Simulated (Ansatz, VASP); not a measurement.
## One calculation of NaAgPtC6N6, two programs

```
CELL_PARAMETERS angstrom
-0.30888 5.28806 6.35670
5.43858 0.15321 5.90268
5.58045 4.97470 0.00479
ATOMIC_POSITIONS crystal
Na 0.05546 0.25862 0.24420
Ag 0.92093 0.93919 0.11822
Pt 0.52614 0.49582 0.49110
C 0.75885 0.10574 0.34188
C 0.80260 0.21017 0.83514
C 0.80585 0.71774 0.19324
C 0.27119 0.94897 0.51870
C 0.21578 0.75095 0.18989
C 0.23657 0.33273 0.87699
N 0.67430 0.23803 0.41349
N 0.70296 0.33703 0.70289
N 0.71494 0.61713 0.27683
N 0.37569 0.76642 0.54398
N 0.34769 0.64794 0.28292
N 0.34103 0.38352 0.72053
```

Change from the starting cell: cell x1, atoms moved at random (sigma 0.1 Å) and cell strained at random (1.5 %), then relaxed without symmetry.

Alike in both runs: functional PBE; k mesh 2 × 2 × 2; occupations gaussian, width 0.1 eV; no spin polarisation.

Ansatz relaxed the structure, and its values are those at the end. VASP's run is a single point on that final structure, the one shown.

|  | VASP | Ansatz |
| --- | --- | --- |
| version | VASP 6.6.1 | Ansatz 0.2.0 |
| potentials or method | VASP PAW PBE potentials, release 64 (Na_pv, Ag, Pt, C, N), cutoff 520 eV | scalar-relativistic, plane waves, PAW |
| valence electrons in the cell | 82 | 100 |

```tsv
	VASP	Ansatz	Ansatz less VASP
gap on the k mesh at the Fermi level (eV)	2.03	2.04	+0.012
least direct gap on the mesh (eV)	2.11	2.12	+0.012
pressure (GPa)	0.4	0.1	-0.29
rms of the force components (eV/Å)	0.190	0.006	-0.1833
```

One of these differences is far larger than is usual between the two programs; its cause wasn't traced. The functional is the same, so the differences come from potentials, cutoffs and numerics. VASP's potentials hold 82 valence electrons a cell and Ansatz's 100, so a difference there can come from the potentials and not from the codes.

The k mesh is coarse, so the values compare programs but aren't converged. Neither program's run includes spin-orbit coupling. Noted on VASP's run: the standard files for N, O and F lose accuracy on very short bonds.
